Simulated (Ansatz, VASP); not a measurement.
# InSb in VASP and in Ansatz

INCAR

```
SYSTEM = InSb
ALGO = Normal
EDIFF = 1E-6
ENCUT = 520
GGA = PS
ISIF = 2
ISMEAR = 0
LASPH = .TRUE.
LCHARG = .FALSE.
LREAL = .FALSE.
LWAVE = .FALSE.
NBANDS = 16
NELM = 80
PREC = Accurate
SIGMA = 0.15
```

KPOINTS

```
k-points
0
G
  16 16 16
  0 0 0
```

Contents of POSCAR:

```
InSb
1.0
    0.0000000000      3.2599290654      3.2599290654
    3.3088280014      0.0000000000      3.2599290654
    3.3088280014      3.2599290654      0.0000000000
In Sb
1 1
Direct
    0.0000000000      0.0000000000      0.0000000000
    0.7500000000      0.7500000000      0.7500000000
```

Input for Ansatz:

```yaml
crystal:
  lattice:
    - [0.0, 3.2599290654, 3.2599290654]
    - [3.3088280014, 0.0, 3.2599290654]
    - [3.3088280014, 3.2599290654, 0.0]
  atoms:
    - { symbol: In, position: [0.0, 0.0, 0.0] }
    - { symbol: Sb, position: [0.75, 0.75, 0.75] }
basis:
  ecutwfc: 420
kpoints:
  mp_grid: { grid: [16, 16, 16] }
hamiltonian:
  xc: pbesol
scf:
  occupations: { method: gaussian, width: 0.15 }
output:
  forces: true
  stress: true
  eigenvalues: true
  write_density: true
  write_potential: true
  elf: true
  volumetric_format: npy
```

Change from the starting cell: strain +0.0150 x Voigt [1, 0, 0, 0, 0, 0], atoms carried along.

Alike in both runs: task single point; functional PBEsol; k mesh 16 × 16 × 16; occupations gaussian, width 0.15 eV; no spin polarisation.

```csv
,VASP,Ansatz
version,VASP 6.6.1,Ansatz 0.2.0
potentials or method,"VASP PAW PBE potentials, release 64 (In_d, Sb), cutoff 520 eV","scalar-relativistic, plane waves, PAW"
valence electrons in the cell,18,28
```

```csv
,VASP,Ansatz,Ansatz less VASP
gap on the k mesh at the Fermi level (eV),none,none,-
pressure (GPa),-0.6,-0.6,-0.02
"traceless stress, the component that is largest in VASP (GPa)",-0.28,-0.28,0.000
```

VASP's potentials were made for PBE, not for PBEsol. A gap of «none» marks a metal or a gap that the smearing closes. VASP's potentials hold 18 valence electrons a cell and Ansatz's 28, so a difference there can come from the potentials and not from the codes.

Neither program's run includes spin-orbit coupling.
